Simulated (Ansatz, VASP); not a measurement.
MoS2 in VASP and in Ansatz

```xyz
6
Lattice="3.1494 0.0000 0.0000 -1.5747 2.7274 0.0000 0.0000 0.0000 12.0918" Properties=species:S:1:pos:R:3 pbc="T T T"
Mo    0.0000    1.8183    3.0229
Mo    1.5747    0.9091    9.0688
S     0.0000    1.7456    7.4629
S     1.5747    0.8364    1.4170
S     0.0000    1.8910   10.6747
S     1.5747    0.9818    4.6289
```

Change from the starting cell: mode 10 frozen in at -0.073 Å and mode 16 at -0.040 Å (largest displacements).

Alike in both runs: task single point; functional PBE; dispersion D3(BJ); k mesh 12 × 12 × 4; occupations gaussian, width 0.05 eV; no spin polarisation.

```csv
,VASP,Ansatz
version,VASP 6.6.1,Ansatz 0.2.0
potentials or method,"VASP PAW PBE potentials, release 64 (Mo_sv, S), cutoff 520 eV","scalar-relativistic, plane waves, PAW"
valence electrons in the cell,52,52
```

Ansatz gave:

| Quantity | Value |
| --- | --- |
| gap on the k mesh at the Fermi level (eV) | 0.73 |
| least direct gap on the mesh (eV) | 1.73 |
| pressure (GPa) | -3.5 |
| traceless stress, the component that is largest in VASP (GPa) | -5.76 |
| rms of the force components (eV/Å) | 0.445 |

Problem. Estimate VASP's values.

Solution. gap on the k mesh at the Fermi level (eV): 0.75; least direct gap on the mesh (eV): 1.73; pressure (GPa): -3.6; traceless stress, the component that is largest in VASP (GPa): -5.75; rms of the force components (eV/Å): 0.449.

Atom by atom the forces differ by 0.006 eV/Å (rms over components).
